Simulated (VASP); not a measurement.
# LaTa2 (C15 type) (Fd-3m) in VASP: single point with PBE

Aim: the single point of LaTa2 (C15 type) with PBE.

Program: VASP 6.6.1. These are calculated values, not measurements. Logs are shortened: lines on timing, memory, paths and dates and some standing lists are left out, and cuts for length are marked.

## (1) The cell of the first run

The structure is cubic, space group Fd-3m (No. 227). The conventional cell has a = 8.231 Å, b = 8.231 Å, c = 8.231 Å, α = 90.00°, β = 90.00°, γ = 90.00°. Within 4.5 Å of La (site symmetry -43m) lie 12 Ta at 3.41 Å and 4 La at 3.56 Å. Ta (site symmetry -3m) has 6 Ta at 2.91 Å and 6 La at 3.41 Å within 3.8 Å.

## (2) Single point, PBE

INCAR reads:

```
SYSTEM = LaTa2
PREC = Accurate ; ENCUT = 520
EDIFF = 1E-7 ; ISMEAR = -1
SIGMA = 0.05 ; LREAL = .FALSE.
LASPH = .TRUE. ; NELM = 60
ALGO = Normal ; ISIF = 2
LWAVE = .FALSE. ; LCHARG = .TRUE.
GGA = PE ; LELF = .TRUE.
LVHAR = .TRUE. ; NBANDS = 42
```

KPOINTS reads:

```
regular mesh
0
G
  7 7 7
  0 0 0
```

POSCAR reads:

```
LaTa2
1.0
    0.0000000000      4.1154703417      4.1154703417
    4.1154703417      0.0000000000      4.1154703417
    4.1154703417      4.1154703417      0.0000000000
La Ta
2 4
Direct
    0.1250000000      0.1250000000      0.1250000000
   -0.1250000000     -0.1250000000     -0.1250000000
    0.5000000000      0.5000000000      0.5000000000
    0.5000000000      0.5000000000      0.0000000000
    0.5000000000      0.0000000000      0.5000000000
    0.0000000000      0.5000000000      0.5000000000
```

Potentials or basis: VASP PAW PBE potentials, release 64 (La, Ta_pv).

Started as:

```sh
$ cat potpaw_PBE.64/La/POTCAR potpaw_PBE.64/Ta_pv/POTCAR > POTCAR
$ mpirun -np 1 vasp_std > vasp.out
```

OUTCAR:

```text
SYSTEM = LaTa2
   PREC = Accurate
   ENCUT = 520
   EDIFF = 1E-7
   ISMEAR = -1
   LREAL = .FALSE.
   LASPH = .TRUE.
   NELM = 60
   ISIF = 2
   GGA = PE

 ion  position               nearest neighbor table
   1  0.125  0.125  0.125-   4 3.41   5 3.41   6 3.41   3 3.41   5 3.41   6 3.41   3 3.41   4 3.41
                             6 3.41   3 3.41   4 3.41   5 3.41   2 3.56   2 3.56   2 3.56   2 3.56
   2  0.875  0.875  0.875-   3 3.41   4 3.41   5 3.41   3 3.41   4 3.41   6 3.41   3 3.41   5 3.41
                             6 3.41   4 3.41   5 3.41   6 3.41   1 3.56   1 3.56   1 3.56   1 3.56
   3  0.500  0.500  0.500-   4 2.91   5 2.91   6 2.91   4 2.91   5 2.91   6 2.91   2 3.41   1 3.41
                             2 3.41   1 3.41   2 3.41   1 3.41
   4  0.500  0.500  0.000-   3 2.91   3 2.91   5 2.91   6 2.91   5 2.91   6 2.91   1 3.41   2 3.41
                             2 3.41   1 3.41   2 3.41   1 3.41
   5  0.500  0.000  0.500-   3 2.91   4 2.91   3 2.91   4 2.91   6 2.91   6 2.91   1 3.41   1 3.41
                             2 3.41   1 3.41   2 3.41   2 3.41
   6  0.000  0.500  0.500-   3 2.91   4 2.91   5 2.91   3 2.91   4 2.91   5 2.91   1 3.41   2 3.41
                             1 3.41   2 3.41   1 3.41   2 3.41

  LATTYP: Found a face centered cubic cell.
 ALAT       =     8.2309406834

  Lattice vectors:

 A1 = (   0.0000000000,   4.1154703417,   4.1154703417)
 A2 = (   4.1154703417,   0.0000000000,   4.1154703417)
 A3 = (   4.1154703417,   4.1154703417,   0.0000000000)

Analysis of symmetry for initial positions (statically):
=====================================================================
 Subroutine PRICEL returns:
 Original cell was already a primitive cell.

 Routine SETGRP: Setting up the symmetry group for a
 face centered cubic supercell.

 Subroutine GETGRP returns: Found 48 space group operations
 (whereof 12 operations were pure point group operations)
 out of a pool of 48 trial point group operations.

The static configuration has the point symmetry D_3d.
 The point group associated with its full space group is O_h .

Analysis of symmetry for dynamics (positions and initial velocities):
=====================================================================
 Subroutine PRICEL returns:
 Original cell was already a primitive cell.

 Routine SETGRP: Setting up the symmetry group for a
 face centered cubic supercell.

 Subroutine GETGRP returns: Found 48 space group operations
 (whereof 12 operations were pure point group operations)
 out of a pool of 48 trial point group operations.

The dynamic configuration has the point symmetry D_3d.
 The point group associated with its full space group is O_h .

 Subroutine INISYM returns: Found 48 space group operations
 (whereof 12 operations are pure point group operations),
 and found     1 'primitive' translations

----------------------------------------------------------------------------------------

                                     Primitive cell

  volume of cell :     139.4082

  direct lattice vectors                    reciprocal lattice vectors
     0.000000000  4.115470342  4.115470342    -0.121492796  0.121492796  0.121492796
     4.115470342  0.000000000  4.115470342     0.121492796 -0.121492796  0.121492796
     4.115470342  4.115470342  0.000000000     0.121492796  0.121492796 -0.121492796

  length of vectors
     5.820153973  5.820153973  5.820153973     0.210431696  0.210431696  0.210431696

  position of ions in fractional coordinates (direct lattice)
     0.125000000  0.125000000  0.125000000
     0.875000000  0.875000000  0.875000000
     0.500000000  0.500000000  0.500000000
     0.500000000  0.500000000  0.000000000
     0.500000000  0.000000000  0.500000000
     0.000000000  0.500000000  0.500000000

  ion indices of the primitive-cell ions
   primitive index   ion index
                 1           1
                 2           2
                 3           3
                 4           4
                 5           5
                 6           6

----------------------------------------------------------------------------------------

 KPOINTS: regular mesh

Automatic generation of k-mesh.
 Grid dimensions read from file:
 generate k-points for:    7    7    7

 Generating k-lattice:

  Cartesian coordinates                     Fractional coordinates (reciprocal lattice)
    -0.017356114  0.017356114  0.017356114     0.142857143  0.000000000  0.000000000
     0.017356114 -0.017356114  0.017356114     0.000000000  0.142857143  0.000000000
     0.017356114  0.017356114 -0.017356114     0.000000000  0.000000000  0.142857143

  Length of vectors
     0.030061671  0.030061671  0.030061671

  Shift w.r.t. Gamma in fractional coordinates (k-lattice)
     0.000000000  0.000000000  0.000000000

 Subroutine IBZKPT returns following result:
 ===========================================

 Found     20 irreducible k-points:

 Following reciprocal coordinates:
            Coordinates               Weight
  0.000000  0.000000  0.000000      1.000000
  0.142857  0.000000  0.000000      8.000000
  0.285714  0.000000  0.000000      8.000000
  0.428571  0.000000  0.000000      8.000000
  0.142857  0.142857  0.000000      6.000000
  0.285714  0.142857  0.000000     24.000000
[... 12 lines left out ...]
 -0.428571  0.428571  0.142857     24.000000
 -0.285714  0.428571  0.142857     24.000000
   k-points           NKPTS =     20   k-points in BZ     NKDIM =     20   number of bands    NBANDS=     42
   number of dos      NEDOS =    301   number of ions     NIONS =      6
   total plane-waves  NPLWV = 110592
   dimension x,y,z NGX =    48 NGY =   48 NGZ =   48
   dimension x,y,z NGXF=    96 NGYF=   96 NGZF=   96
   ions per type =               2   4
   NGX,Y,Z   is equivalent  to a cutoff of  13.71, 13.71, 13.71 a.u.
   NGXF,Y,Z  is equivalent  to a cutoff of  27.42, 27.42, 27.42 a.u.
 SYSTEM =  LaTa2
   PREC   = accura    normal or accurate (medium, high low for compatibility)
   ISTART =      0    job   : 0-new  1-cont  2-samecut
   ICHARG =      2    charge: 1-file 2-atom 10-const
   ISPIN  =      1    spin polarized calculation?
   LNONCOLLINEAR =      F non collinear calculations
   LSORBIT =      F    spin-orbit coupling
   LASPH  =      T    aspherical Exc in radial PAW
   ENCUT  =  520.0 eV  38.22 Ry    6.18 a.u.  10.82 10.82 10.82*2*pi/ulx,y,z
   NELM   =     60;   NELMIN=  2; NELMDL= -5     # of ELM steps
   EDIFF  = 0.1E-06   stopping-criterion for ELM
   LREAL  =      F    real-space projection
   EDIFFG = 0.1E-05   stopping-criterion for IOM
   NSW    =      0    number of steps for IOM
   IBRION =     -1    ionic relax: 0-MD 1-quasi-New 2-CG
   NFREE  =      0    steps in history (QN), initial steepest desc. (CG)
   ISIF   =      2    stress and relaxation
   ISYM   =      2    0-nonsym 1-usesym 2-fastsym
   POTIM  = 0.5000    time-step for ionic-motion
   TEBEG  =    0.0;   TEEND  =   0.0 temperature during run
   PSTRESS=    0.0 pullay stress
   NELECT =      66.0000    total number of electrons
   NUPDOWN=      -1.0000    fix difference up-down
   EMIN   =  10.00;   EMAX   =-10.00  energy-range for DOS
   EFERMI =   0.00;   METHOD = LEGACY
   ISMEAR =    -1;   SIGMA  =   0.05  broadening in eV -4-tet -1-fermi 0-gaus
   EFERMI_NEDOS =   21; number of points for ismear=-14 and -15
   IALGO  =     38    algorithm
   IMIX   =      4    mixing-type and parameters
     AMIX     =   0.40;   BMIX     =  1.00
     AMIX_MAG =   1.60;   BMIX_MAG =  1.00
  volume/ion in A,a.u.               =      23.23       156.80
  Fermi-wavevector in a.u.,A,eV,Ry     =   1.275929  2.411157 22.150230  1.627996
  Thomas-Fermi vector in A             =   2.408614
   LORBIT       =      0    0 simple, 1 ext, 2 COOP (PROOUT), +10 PAW based schemes
   GGA     = PE    functional components
   LHFCALC =     F    Hartree Fock is set to
   AEXX    =    0.0000 exact exchange contribution
   IVDW    =     0    specifies the selected vdW correction
   LEPSILON=     F    determine dielectric tensor
   LRPA    =     F    only Hartree local field effects (RPA)
 non-spin polarized calculation
  energy-cutoff  :      520.00
  volume of cell :      139.41
 maximum number of plane-waves:      3780
 NGX is ok and might be reduce to    48
   NGX = 21   NGY = 21   NGZ = 21

 number of electron      65.9999994 magnetization

 Free energy of the ion-electron system (eV)
  ---------------------------------------------------
  ext. energy  EPLUGINS =         0.00000000
  ---------------------------------------------------
  free energy    TOTEN  =       -55.00192516 eV

  energy without entropy =      -54.93438578  energy(sigma->0) =      -54.96815547

 E-fermi :   6.8884     XC(G=0): -11.3950

 val. band max:        6.8605708273   @ k =   0.2857   0.0000   0.0000
 cond. band min:       6.9035296770   @ k =  -0.4286   0.2857   0.1429
 fundamental gap:      0.0429588497
 Fermi energy:         6.8883783771

 k-point     1 :       0.0000    0.0000    0.0000
  band No.  band energies     occupation
      1     -27.4962      2.00000
      2     -27.1786      2.00000
      3     -27.1786      2.00000
      4     -27.1786      2.00000
      5     -27.0758      2.00000
      6     -27.0758      2.00000
[... 34 lines left out ...]
     41       9.5435      0.00000
     42       9.5572      0.00000

 k-point     2 :       0.1429    0.0000    0.0000
  band No.  band energies     occupation
      1     -27.4646      2.00000
      2     -27.1702      2.00000
      3     -27.1648      2.00000
      4     -27.1648      2.00000
      5     -27.0677      2.00000
      6     -27.0677      2.00000
[... 34 lines left out ...]
     41       9.2250      0.00000
     42       9.2925      0.00000

 k-point     3 :       0.2857    0.0000    0.0000
  band No.  band energies     occupation
      1     -27.3931      2.00000
      2     -27.1400      2.00000
      3     -27.1400      2.00000
      4     -27.1302      2.00000
      5     -27.0317      2.00000
      6     -27.0317      2.00000
[... 34 lines left out ...]
     41       9.1342      0.00000
     42       9.1388      0.00000

 k-point     4 :       0.4286    0.0000    0.0000
  band No.  band energies     occupation
      1     -27.3429      2.00000
      2     -27.1283      2.00000
      3     -27.1283      2.00000
      4     -27.0341      2.00000
      5     -26.9594      2.00000
      6     -26.9594      2.00000
[... 664 lines left out ...]
     41       9.4467      0.00000
     42       9.5659      0.00000

 k-point    19 :      -0.4286    0.4286    0.1429
  band No.  band energies     occupation
      1     -27.2028      2.00000
      2     -27.1596      2.00000
      3     -27.0746      2.00000
      4     -27.0042      2.00000
      5     -26.9609      2.00000
      6     -26.9424      2.00000
[... 34 lines left out ...]
     41       9.4907      0.00000
     42       9.5421      0.00000

 k-point    20 :      -0.2857    0.4286    0.1429
  band No.  band energies     occupation
      1     -27.1941      2.00000
      2     -27.0973      2.00000
      3     -27.0776      2.00000
      4     -27.0720      2.00000
      5     -26.9672      2.00000
      6     -26.9661      2.00000
[... 34 lines left out ...]
     41       9.4671      0.00000
     42       9.7331      0.00000

------------------------ aborting loop because EDIFF is reached ----------------------------------------

  FORCE on cell =-STRESS in cart. coord.  units (eV):
  Direction    XX          YY          ZZ          XY          YZ          ZX
  --------------------------------------------------------------------------------------
  -------------------------------------------------------------------------------------
  Total       -0.0086435     -0.0086435     -0.0086435      0.0000000     -0.0000000      0.0000000
  in kB       -0.0993374     -0.0993374     -0.0993374      0.0000000     -0.0000000      0.0000000
  external PRESSURE =      -0.0993374 kB  Pullay stress =       0.0000000 kB

 VOLUME and BASIS-vectors are now :
 -----------------------------------------------------------------------------
  energy-cutoff  :      520.00
  volume of cell :      139.41
      direct lattice vectors                 reciprocal lattice vectors
     0.000000000  4.115470342  4.115470342    -0.121492796  0.121492796  0.121492796
     4.115470342  0.000000000  4.115470342     0.121492796 -0.121492796  0.121492796
     4.115470342  4.115470342  0.000000000     0.121492796  0.121492796 -0.121492796

 POSITION                                       TOTAL-FORCE (eV/Angst)
 -----------------------------------------------------------------------------------
      1.02887      1.02887      1.02887         0.000000      0.000000      0.000000
      7.20207      7.20207      7.20207         0.000000     -0.000000      0.000000
      4.11547      4.11547      4.11547        -0.000000     -0.000000     -0.000000
      2.05774      2.05774      4.11547        -0.000000     -0.000000     -0.000000
      2.05774      4.11547      2.05774        -0.000000     -0.000000     -0.000000
      4.11547      2.05774      2.05774        -0.000000     -0.000000     -0.000000
 -----------------------------------------------------------------------------------
    total drift:                               -0.000000     -0.000000     -0.000000

  FREE ENERGIE OF THE ION-ELECTRON SYSTEM (eV)
  ---------------------------------------------------
  free  energy   TOTEN  =       -55.0019251604 eV

  energy  without entropy=      -54.9343857783  energy(sigma->0) =      -54.96815547
```

It took 2.8 min on 1 thread of Intel Xeon Platinum 8488C (Sapphire Rapids), shared host; peak memory 0.38 GiB.

What came out:

```
Free energy            : -55.0019 eV
Pressure               : 0.0 GPa
Band gap on the k mesh : zero (band 33 reaches 7.92 eV, above the bottom of band 34 at 6.55 eV)
```

Levels at points of the mesh, in eV from the Fermi level:
| k point | band 31 | band 32 | band 33 | band 34 | band 35 | band 36 |
| --- | --- | --- | --- | --- | --- | --- |
| (0.00, 0.00, 0.00) | -0.25 | -0.25 | 1.04 | 1.04 | 1.04 | 2.06 |

Caveat: spin-orbit coupling is left out, which moves the levels of the heavy elements.
